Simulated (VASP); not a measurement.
Input of a VASP 6.6.1 run:

INCAR

```
SYSTEM = ScRu3
  PREC = Accurate
  ENCUT = 520
  EDIFF = 1E-6
  ISMEAR = -1
  SIGMA = 0.05
  LREAL = .FALSE.
  LASPH = .TRUE.
  NELM = 100
  ALGO = Fast
  ISIF = 2
  LWAVE = .FALSE.
  LCHARG = .FALSE.
  GGA = PS
  NBANDS = 34
```

Contents of KPOINTS:

```
regular mesh
0
G
  11 11 11
  0 0 0
```

File POSCAR:

```
ScRu3
1.0
   -1.9492590000      1.9492590000      4.0222910000
    1.9492590000     -1.9492590000      4.0222910000
    1.9492590000      1.9492590000     -4.0222910000
Ru Sc
3 1
Direct
    0.5000000000      0.5000000000      0.0000000000
    0.2500000000      0.7500000000      0.5000000000
    0.7500000000      0.2500000000      0.5000000000
    0.0000000000      0.0000000000      0.0000000000
```

Potentials or basis: VASP PAW PBE potentials, release 64 (Ru_pv, Sc_sv).

Command:

```sh
$ cat potpaw_PBE.64/Ru_pv/POTCAR potpaw_PBE.64/Sc_sv/POTCAR > POTCAR
$ mpirun -np 1 vasp_std > vasp.out
```

**Question.** What does it give for the pressure?

**Answer.** -9.4 GPa.

**Question.** Estimate the band gap on the k mesh.

**Answer.** Zero (an odd number of electrons rules out a gap without spin polarisation).

Stress tensor (GPa, compression positive):
```
-9.48  0.00  0.00
 0.00 -9.48  0.00
 0.00  0.00 -9.13
```

Caveat: the cell stands under tension; the PAW data sets were made with another functional, which shifts forces and pressure a little.
